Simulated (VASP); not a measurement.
Input of a VASP 6.6.1 run:

The input INCAR:

```
SYSTEM = BN
ALGO     = Normal         ! electronic algorithm
EDIFF    = 1E-6           ! SCF threshold, eV
ENCUT    = 520            ! plane-wave cutoff, eV
GGA      = PS             ! functional
ISIF     = 2              ! what is computed and relaxed
ISMEAR   = 0              ! smearing method
LASPH    = .True.         ! aspherical terms in the spheres
LCHARG   = .False.        ! write CHGCAR
LREAL    = .False.        ! projectors in reciprocal space
LWAVE    = .False.        ! write WAVECAR
NBANDS   = 16             ! bands
NELM     = 80             ! most SCF steps
PREC     = Accurate       ! precision mode
SIGMA    = 0.05           ! smearing width, eV
```

Contents of KPOINTS:

```
k-points
0
Gamma
  12 12 4
  0 0 0
```

File POSCAR:

```
BN
1.0
    2.6271182899      0.0000000000      0.0000000000
   -1.3135591450      2.2751511778      0.0000000000
    0.0000000000      0.0000000000      6.5423126774
B N
2 2
Direct
    0.3333333333      0.6666666667      0.2500000000
    0.6666666667      0.3333333333      0.7500000000
    0.3333333333      0.6666666667      0.7500000000
    0.6666666667      0.3333333333      0.2500000000
```

Potentials or basis: VASP PAW PBE potentials, release 64 (B, N).

Launch:

```bash
$ cat potpaw_PBE.64/B/POTCAR potpaw_PBE.64/N/POTCAR > POTCAR
$ mpirun -np 1 vasp_std > vasp.out
```

Problem. Predict the pressure.

Solution. -27.8 GPa.

Problem. Predict the band gap on the k mesh.

Solution. 3.87 eV, indirect (least direct gap 4.17 eV).

Stress tensor (GPa, compression positive):
```
-42.01   0.00   0.00
  0.00 -42.01   0.00
  0.00   0.00   0.75
```

Caveat: the PAW data sets were made with another functional, which shifts forces and pressure a little; this functional lacks dispersion, which binds the layers, so the pressure and a relaxed spacing across them are unreliable. A k mesh can miss the band edges.
